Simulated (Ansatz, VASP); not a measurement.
One calculation of MgO, two programs

```
Mg O
1.0
     3.25534    0.00000    0.00000
    -1.62767    2.81920    0.00000
     0.00000    0.00000    5.10599
Mg O
2 2
Direct
  0.33333 0.66667 0.99339
  0.66667 0.33333 0.49339
  0.33333 0.66667 0.38161
  0.66667 0.33333 0.88161
```

Change from the starting cell: epitaxial_xy strain -1.0%.

Alike in both runs: task single point; functional r2SCAN; k mesh 12 × 12 × 6; no spin polarisation.

|  | VASP | Ansatz |
| --- | --- | --- |
| version | VASP 6.6.1 | Ansatz 0.2.0 |
| potentials or method | VASP PAW PBE potentials, release 64 (Mg, O) | plane waves, PAW |
| plane-wave cutoff (eV) | 520 | 500 |
| occupations | gaussian, width 0.01 eV | fixed |
| valence electrons in the cell | 16 | 32 |

Ansatz gave:

```
gap on the k mesh at the Fermi level (eV)                     : 4.35
pressure (GPa)                                                : 1.2
traceless stress, the component that is largest in VASP (GPa) : -1.19
```

Problem. What did VASP give for the same quantities?

Solution. gap on the k mesh at the Fermi level (eV): 4.33; pressure (GPa): 0.6; traceless stress, the component that is largest in VASP (GPa): -1.17.

VASP's potentials were made for PBE, not for r2SCAN. VASP's potentials hold 16 valence electrons a cell and Ansatz's 32, so a difference there can come from the potentials and not from the codes.
